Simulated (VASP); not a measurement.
# I (Fd-3m) in VASP: a series of runs

The runs below take I through single point, with PBE.

All numbers are computed with VASP 6.6.1; they aren't measurements. Logs are shortened: lines on timing, memory, paths and dates and some standing lists are left out, and cuts for length are marked.

## 1. The cell of the first run

It takes space group Fd-3m (No. 227, cubic). The conventional cell has a = 7.877 Å, b = 7.877 Å, c = 7.877 Å, α = 90.00°, β = 90.00°, γ = 90.00°. Within 4.5 Å of I (site symmetry -43m) lie 4 I at 3.41 Å.

## 2. Single point, PBE

Contents of INCAR:

```
ALGO = Normal ; EDIFF = 1E-6
ENCUT = 520 ; GGA = PE
ISIF = 2 ; ISMEAR = -1
LASPH = T ; LCHARG = F
LREAL = F ; LWAVE = F
NBANDS = 14 ; NELM = 80
PREC = Accurate ; SIGMA = 0.1
```

Contents of KPOINTS:

```
k-points
0
Gamma
  10 10 10
```

Contents of POSCAR:

```
I
1.0
    0.0000000000      3.9386522685      3.9386522685
    3.9386522685      0.0000000000      3.9386522685
    3.9386522685      3.9386522685      0.0000000000
I
2
Direct
   -0.1250000000     -0.1250000000     -0.1250000000
    0.1250000000      0.1250000000      0.1250000000
```

Potentials or basis: VASP PAW PBE potentials, release 64 (I).

Started as:

```sh
$ cat potpaw_PBE.64/I/POTCAR > POTCAR
$ mpirun -np 1 vasp_std > vasp.out
```

OUTCAR:

```text
EDIFF = 1E-6
   ENCUT = 520
   GGA = PE
   ISIF = 2
   ISMEAR = -1
   LASPH = T
   LREAL = F
   NELM = 80
   PREC = Accurate

 ion  position               nearest neighbor table
   1  0.875  0.875  0.875-   2 3.41   2 3.41   2 3.41   2 3.41
   2  0.125  0.125  0.125-   1 3.41   1 3.41   1 3.41   1 3.41

  LATTYP: Found a face centered cubic cell.
 ALAT       =     7.8773045370

  Lattice vectors:

 A1 = (   0.0000000000,   3.9386522685,   3.9386522685)
 A2 = (   3.9386522685,   0.0000000000,   3.9386522685)
 A3 = (   3.9386522685,   3.9386522685,   0.0000000000)

Analysis of symmetry for initial positions (statically):
=====================================================================
 Subroutine PRICEL returns:
 Original cell was already a primitive cell.

 Routine SETGRP: Setting up the symmetry group for a
 face centered cubic supercell.

 Subroutine GETGRP returns: Found 48 space group operations
 (whereof 12 operations were pure point group operations)
 out of a pool of 48 trial point group operations.

The static configuration has the point symmetry D_3d.
 The point group associated with its full space group is O_h .

Analysis of symmetry for dynamics (positions and initial velocities):
=====================================================================
 Subroutine PRICEL returns:
 Original cell was already a primitive cell.

 Routine SETGRP: Setting up the symmetry group for a
 face centered cubic supercell.

 Subroutine GETGRP returns: Found 48 space group operations
 (whereof 12 operations were pure point group operations)
 out of a pool of 48 trial point group operations.

The dynamic configuration has the point symmetry D_3d.
 The point group associated with its full space group is O_h .

 Subroutine INISYM returns: Found 48 space group operations
 (whereof 12 operations are pure point group operations),
 and found     1 'primitive' translations

----------------------------------------------------------------------------------------

                                     Primitive cell

  volume of cell :     122.2005

  direct lattice vectors                    reciprocal lattice vectors
     0.000000000  3.938652268  3.938652268    -0.126946977  0.126946977  0.126946977
     3.938652268  0.000000000  3.938652268     0.126946977 -0.126946977  0.126946977
     3.938652268  3.938652268  0.000000000     0.126946977  0.126946977 -0.126946977

  length of vectors
     5.570095456  5.570095456  5.570095456     0.219878614  0.219878614  0.219878614

  position of ions in fractional coordinates (direct lattice)
     0.875000000  0.875000000  0.875000000
     0.125000000  0.125000000  0.125000000

  ion indices of the primitive-cell ions
   primitive index   ion index
                 1           1
                 2           2

----------------------------------------------------------------------------------------

 KPOINTS: k-points

Automatic generation of k-mesh.
 Grid dimensions read from file:
 generate k-points for:   10   10   10

 Generating k-lattice:

  Cartesian coordinates                     Fractional coordinates (reciprocal lattice)
    -0.012694698  0.012694698  0.012694698     0.100000000  0.000000000  0.000000000
     0.012694698 -0.012694698  0.012694698     0.000000000  0.100000000  0.000000000
     0.012694698  0.012694698 -0.012694698     0.000000000  0.000000000  0.100000000

  Length of vectors
     0.021987861  0.021987861  0.021987861

  Shift w.r.t. Gamma in fractional coordinates (k-lattice)
     0.000000000  0.000000000  0.000000000

 Subroutine IBZKPT returns following result:
 ===========================================

 Found     47 irreducible k-points:

 Following reciprocal coordinates:
            Coordinates               Weight
  0.000000  0.000000  0.000000      1.000000
  0.100000  0.000000  0.000000      8.000000
  0.200000  0.000000  0.000000      8.000000
  0.300000  0.000000  0.000000      8.000000
  0.400000  0.000000  0.000000      8.000000
  0.500000  0.000000  0.000000      4.000000
[... 16 lines left out ...]
  0.300000  0.300000  0.000000      6.000000
  0.400000  0.300000  0.000000     24.000000
 [... further k-points ...]
   k-points           NKPTS =     47   k-points in BZ     NKDIM =     47   number of bands    NBANDS=     14
   number of dos      NEDOS =    301   number of ions     NIONS =      2
   total plane-waves  NPLWV =  74088
   dimension x,y,z NGX =    42 NGY =   42 NGZ =   42
   dimension x,y,z NGXF=    84 NGYF=   84 NGZF=   84
   ions per type =               2
   NGX,Y,Z   is equivalent  to a cutoff of  12.54, 12.54, 12.54 a.u.
   NGXF,Y,Z  is equivalent  to a cutoff of  25.07, 25.07, 25.07 a.u.
 SYSTEM =  unknown system
   PREC   = accura    normal or accurate (medium, high low for compatibility)
   ISTART =      0    job   : 0-new  1-cont  2-samecut
   ICHARG =      2    charge: 1-file 2-atom 10-const
   ISPIN  =      1    spin polarized calculation?
   LNONCOLLINEAR =      F non collinear calculations
   LSORBIT =      F    spin-orbit coupling
   LASPH  =      T    aspherical Exc in radial PAW
   ENCUT  =  520.0 eV  38.22 Ry    6.18 a.u.  10.36 10.36 10.36*2*pi/ulx,y,z
   NELM   =     80;   NELMIN=  2; NELMDL= -5     # of ELM steps
   EDIFF  = 0.1E-05   stopping-criterion for ELM
   LREAL  =      F    real-space projection
   EDIFFG = 0.1E-04   stopping-criterion for IOM
   NSW    =      0    number of steps for IOM
   IBRION =     -1    ionic relax: 0-MD 1-quasi-New 2-CG
   NFREE  =      0    steps in history (QN), initial steepest desc. (CG)
   ISIF   =      2    stress and relaxation
   ISYM   =      2    0-nonsym 1-usesym 2-fastsym
   POTIM  = 0.5000    time-step for ionic-motion
   TEBEG  =    0.0;   TEEND  =   0.0 temperature during run
   PSTRESS=    0.0 pullay stress
   NELECT =      14.0000    total number of electrons
   NUPDOWN=      -1.0000    fix difference up-down
   EMIN   =  10.00;   EMAX   =-10.00  energy-range for DOS
   EFERMI =   0.00;   METHOD = LEGACY
   ISMEAR =    -1;   SIGMA  =   0.10  broadening in eV -4-tet -1-fermi 0-gaus
   EFERMI_NEDOS =   21; number of points for ismear=-14 and -15
   IALGO  =     38    algorithm
   IMIX   =      4    mixing-type and parameters
     AMIX     =   0.40;   BMIX     =  1.00
     AMIX_MAG =   1.60;   BMIX_MAG =  1.00
  volume/ion in A,a.u.               =      61.10       412.32
  Fermi-wavevector in a.u.,A,eV,Ry     =   0.795109  1.502538  8.601575  0.632198
  Thomas-Fermi vector in A             =   1.901372
   LORBIT       =      0    0 simple, 1 ext, 2 COOP (PROOUT), +10 PAW based schemes
   GGA     = PE    functional components
   LHFCALC =     F    Hartree Fock is set to
   AEXX    =    0.0000 exact exchange contribution
   IVDW    =     0    specifies the selected vdW correction
   LEPSILON=     F    determine dielectric tensor
   LRPA    =     F    only Hartree local field effects (RPA)
 non-spin polarized calculation
  energy-cutoff  :      520.00
  volume of cell :      122.20
 maximum number of plane-waves:      3314
 NGX is ok and might be reduce to    42
   NGX = 21   NGY = 21   NGZ = 21

 number of electron      13.9999999 magnetization

 Free energy of the ion-electron system (eV)
  ---------------------------------------------------
  ext. energy  EPLUGINS =         0.00000000
  ---------------------------------------------------
  free energy    TOTEN  =        -2.02379648 eV

  energy without entropy =       -1.86611664  energy(sigma->0) =       -1.94495656

 E-fermi :   0.2089     XC(G=0):  -6.3722

 val. band max:        0.2061268655   @ k =  -0.4000   0.1000   0.0000
 cond. band min:       0.2218108405   @ k =   0.5000   0.1000   0.0000
 fundamental gap:      0.0156839750
 Fermi energy:         0.2088522082

 k-point     1 :       0.0000    0.0000    0.0000
  band No.  band energies     occupation
      1     -12.5911      2.00000
      2     -10.8091      2.00000
      3      -2.2720      2.00000
      4      -2.2720      2.00000
      5      -2.2720      2.00000
      6      -0.5905      1.99933
      7      -0.5905      1.99933
      8      -0.5905      1.99933
      9       4.6799      0.00000
     10       7.1893      0.00000
     11       7.1893      0.00000
     12       8.4854      0.00000
     13       8.4854      0.00000
     14       8.4854      0.00000

 k-point     2 :       0.1000    0.0000    0.0000
  band No.  band energies     occupation
      1     -12.5640      2.00000
      2     -10.8498      2.00000
      3      -2.3116      2.00000
      4      -2.3116      2.00000
      5      -2.2988      2.00000
      6      -0.5475      1.99896
      7      -0.5336      1.99881
      8      -0.5336      1.99881
      9       4.8463      0.00000
     10       7.0595      0.00000
     11       7.0595      0.00000
     12       8.3650      0.00000
     13       8.7922      0.00000
     14       8.7922      0.00000

 k-point     3 :       0.2000    0.0000    0.0000
  band No.  band energies     occupation
      1     -12.4867      2.00000
      2     -10.9624      2.00000
      3      -2.4048      2.00000
      4      -2.4048      2.00000
      5      -2.3757      2.00000
      6      -0.4109      1.99594
      7      -0.3954      1.99526
      8      -0.3954      1.99526
      9       5.2738      0.00000
     10       6.9004      0.00000
     11       6.9004      0.00000
     12       8.1700      0.00000
     13       9.3450      0.00000
     14       9.4008      0.00000

 k-point     4 :       0.3000    0.0000    0.0000
  band No.  band energies     occupation
      1     -12.3735      2.00000
      2     -11.1184      2.00000
      3      -2.5048      2.00000
      4      -2.5048      2.00000
      5      -2.4784      2.00000
      6      -0.2412      1.97804
      7      -0.2412      1.97804
      8      -0.1998      1.96694
      9       5.7681      0.00000
     10       6.8970      0.00000
     11       6.8970      0.00000
     12       7.8160      0.00000
     13       8.8098      0.00000
     14       9.3386      0.00000

 k-point     5 :       0.4000    0.0000    0.0000
  band No.  band energies     occupation
      1     -12.2580      2.00000
      2     -11.2679      2.00000
      3      -2.5767      2.00000
      4      -2.5767      2.00000
      5      -2.5637      2.00000
      6      -0.1268      1.93265
      7      -0.1268      1.93265
      8       0.0036      1.77236
      9       6.1614      0.00000
     10       7.0604      0.00000
     11       7.0604      0.00000
[... 276 lines left out ...]
 k-point    22 :      -0.2000    0.2000    0.0000
  band No.  band energies     occupation
      1     -12.3279      2.00000
      2     -11.1781      2.00000
      3      -2.8275      2.00000
      4      -2.5026      2.00000
      5      -2.1609      2.00000
      6      -0.4933      1.99822
      7      -0.2356      1.97678
      8       0.1215      1.41092
      9       5.9103      0.00000
     10       6.5652      0.00000
     11       6.8952      0.00000
     12       8.1261      0.00000
     13       8.9102      0.00000
     14       9.6740      0.00000

 k-point    23 :       0.3000    0.3000    0.0000
  band No.  band energies     occupation
      1     -12.2763      2.00000
      2     -11.2443      2.00000
      3      -2.7645      2.00000
      4      -2.7645      2.00000
      5      -1.8423      2.00000
      6      -1.0317      1.99999
      7       0.1940      1.07400
      8       0.1940      1.07399
      9       5.7997      0.00000
     10       6.2289      0.00000
     11       7.9593      0.00000
     12       8.5511      0.00000
     13       9.0510      0.00000
     14       9.0510      0.00000

 k-point    24 :       0.4000    0.3000    0.0000
  band No.  band energies     occupation
      1     -12.1612      2.00000
      2     -11.3855      2.00000
      3      -2.8751      2.00000
      4      -2.8287      2.00000
      5      -1.7464      2.00000
      6      -1.0671      1.99999
      7       0.3169      0.50673
      8       0.3463      0.40385
      9       5.7772      0.00000
     10       6.3634      0.00000
     11       8.0972      0.00000
     12       8.3736      0.00000
     13       8.7583      0.00000
     14       9.0689      0.00000

 [... further k-points ...]

------------------------ aborting loop because EDIFF is reached ----------------------------------------

  FORCE on cell =-STRESS in cart. coord.  units (eV):
  Direction    XX          YY          ZZ          XY          YZ          ZX
  --------------------------------------------------------------------------------------
  -------------------------------------------------------------------------------------
  Total       -0.0021153     -0.0021153     -0.0021153      0.0000000      0.0000000     -0.0000000
  in kB       -0.0277343     -0.0277343     -0.0277343      0.0000000      0.0000000     -0.0000000
  external PRESSURE =      -0.0277343 kB  Pullay stress =       0.0000000 kB

 VOLUME and BASIS-vectors are now :
 -----------------------------------------------------------------------------
  energy-cutoff  :      520.00
  volume of cell :      122.20
      direct lattice vectors                 reciprocal lattice vectors
     0.000000000  3.938652268  3.938652268    -0.126946977  0.126946977  0.126946977
     3.938652268  0.000000000  3.938652268     0.126946977 -0.126946977  0.126946977
     3.938652268  3.938652268  0.000000000     0.126946977  0.126946977 -0.126946977

 POSITION                                       TOTAL-FORCE (eV/Angst)
 -----------------------------------------------------------------------------------
      6.89264      6.89264      6.89264        -0.000000     -0.000000     -0.000000
      0.98466      0.98466      0.98466         0.000000      0.000000      0.000000
 -----------------------------------------------------------------------------------
    total drift:                               -0.000000      0.000000      0.000000

  FREE ENERGIE OF THE ION-ELECTRON SYSTEM (eV)
  ---------------------------------------------------
  free  energy   TOTEN  =        -2.0237964752 eV

  energy  without entropy=       -1.8661166428  energy(sigma->0) =       -1.94495656
```

It took 37 s on 1 thread of AMD EPYC 9R45 (Zen 5), shared host; peak memory 0.24 GiB.

What came out:

```yaml
Free_energy: -2.0238 eV
Pressure: 0.0 GPa
Band_gap_on_the_k_mesh: zero (bands 7 and 8 overlap by 1.15 eV)
```

Caveat: spin-orbit coupling is left out, which moves the levels of the heavy elements.

## 3. Single point, PBE (61.10 Å³/atom)

Contents of INCAR:

```
SYSTEM = I
PREC = Accurate
ENCUT = 520
EDIFF = 1E-6
ISMEAR = -1
SIGMA = 0.1
LREAL = .FALSE.
LASPH = .TRUE.
NELM = 100
ALGO = Normal
ISIF = 2
LWAVE = .FALSE.
LCHARG = .FALSE.
GGA = PE
NBANDS = 14
```

Contents of KPOINTS:

```
Automatic mesh
0
G
  10 10 10
  0 0 0
```

POSCAR is that of step 2.

Potentials or basis: VASP PAW PBE potentials, release 64 (I).

Started as:

```sh
$ cat potpaw_PBE.64/I/POTCAR > POTCAR
$ mpirun -np 1 vasp_std > vasp.out
```

Run time: 38 s. Hardware: 1 thread of AMD EPYC 9R45 (Zen 5), shared host; peak memory 0.24 GiB.

The run converged. Its results:

```yaml
Free_energy: -2.0238 eV
Pressure: 0.0 GPa
Band_gap_on_the_k_mesh: zero (bands 7 and 8 overlap by 1.15 eV)
```

Levels at points of the mesh, in eV from the Fermi level:
```
           k point  band 3  band 4  band 5  band 6  band 7  band 8  band 9  band 10  band 11  band 12
(0.00, 0.00, 0.00)   -2.48   -2.48   -2.48   -0.80   -0.80   -0.80    4.47     6.98     6.98     8.28
(0.50, 0.00, 0.00)   -2.81   -2.81   -2.81   -0.29   -0.29   -0.12    6.27     6.41     7.00     7.00
(0.50, 0.50, 0.00)   -3.16   -3.16   -1.63   -1.63    0.35    0.35    5.77     5.77     8.21     8.21
```

Caveat: spin-orbit coupling is left out, which moves the levels of the heavy elements.
